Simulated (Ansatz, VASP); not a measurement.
Two plane-wave programs on SnO2

```
CELL_PARAMETERS angstrom
3.59341 0.00000 0.00000
0.00000 3.59341 0.00000
0.00000 0.00000 5.53328
ATOMIC_POSITIONS crystal
Sn 0.50000 0.50000 0.50000
Sn 0.00000 0.00000 0.00000
O 0.00000 0.50000 0.67683
O 0.50000 0.00000 0.82317
O 0.50000 0.00000 0.32317
O 0.00000 0.50000 0.17683
```

Alike in both runs: task relaxation of cell and atoms; functional PBE; k mesh 8 × 8 × 6; occupations gaussian, width 0.02 eV; no spin polarisation.

|  | VASP | Ansatz |
| --- | --- | --- |
| version | VASP 6.6.1 | Ansatz 0.2.0 |
| potentials or method | VASP PAW PBE potentials, release 64 (Sn_d, O), cutoff 600 eV | scalar-relativistic, plane waves, PAW |
| valence electrons in the cell | 52 | 52 |

```csv
,VASP,Ansatz,Ansatz less VASP
"gap on the k mesh at the Fermi level, each at its own relaxed structure (eV)",0.74,0.79,+0.040
relaxed volume (Å³/atom),11.89,11.90,+0.013
relaxed length of the cell vector where the two differ most in proportion (Å),5.513,5.532,+0.0187
```
